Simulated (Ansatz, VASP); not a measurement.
# Two plane-wave programs on C

```xyz
3
Lattice="6.3111 0.0000 0.0000 -3.1556 5.4656 0.0000 0.0000 0.0000 1.2843" Properties=species:S:1:pos:R:3 pbc="T T T"
C     0.0000    0.0000    0.0000
C     0.0000    3.6437    0.6421
C     3.1556    1.8219    0.6421
```

Alike in both runs: functional PBE; k mesh 11 × 11 × 15; occupations fermi-dirac, width 0.1 eV; no spin polarisation.

Ansatz relaxed the structure, and its values are those at the end. VASP's run is a single point on that final structure, the one shown.

|  | VASP | Ansatz |
| --- | --- | --- |
| version | VASP 6.6.1 | Ansatz 0.2.0 |
| potentials or method | VASP PAW PBE potentials, release 64 (C), cutoff 520 eV | plane waves (420 eV) with PAW, scalar-relativistic |
| valence electrons in the cell | 12 | 12 |

VASP gave:

* pressure (GPa): -0.1

Question: Which values does Ansatz return?

Answer: Pressure (GPa): 0.0.
